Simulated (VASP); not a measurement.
A run of VASP 6.6.1 is set up as follows.

The input INCAR:

```
SYSTEM = AlCo
ALGO = Normal
EDIFF = 1E-6
ENCUT = 520
GGA = PS
ISIF = 2
ISMEAR = -1
LASPH = .True.
LCHARG = .False.
LREAL = .False.
LWAVE = .False.
NBANDS = 13
NELM = 100
PREC = Accurate
SIGMA = 0.1
```

KPOINTS

```
k-points
0
Gamma
  16 16 16
  0 0 0
```

POSCAR

```
AlCo
1.0
    2.8234231445      0.0000000000      0.0000000000
    0.0000000000      2.8234231445      0.0000000000
    0.0000000000      0.0000000000      2.8234231445
Al Co
1 1
Direct
    0.0000000000      0.0000000000      0.0000000000
    0.5000000000      0.5000000000      0.5000000000
```

Potentials or basis: VASP PAW PBE potentials, release 64 (Al, Co).

Command:

```sh
$ cat potpaw_PBE.64/Al/POTCAR potpaw_PBE.64/Co/POTCAR > POTCAR
$ mpirun -np 1 vasp_std > vasp.out
```

(1) Estimate the pressure.

(2) Predict the band gap on the k mesh.

Answers

(1) 0.1 GPa.

(2) zero (band 6 reaches 13.19 eV, above the bottom of band 7 at 10.56 eV).

Caveat: the PAW data sets were made with another functional, which shifts forces and pressure a little.
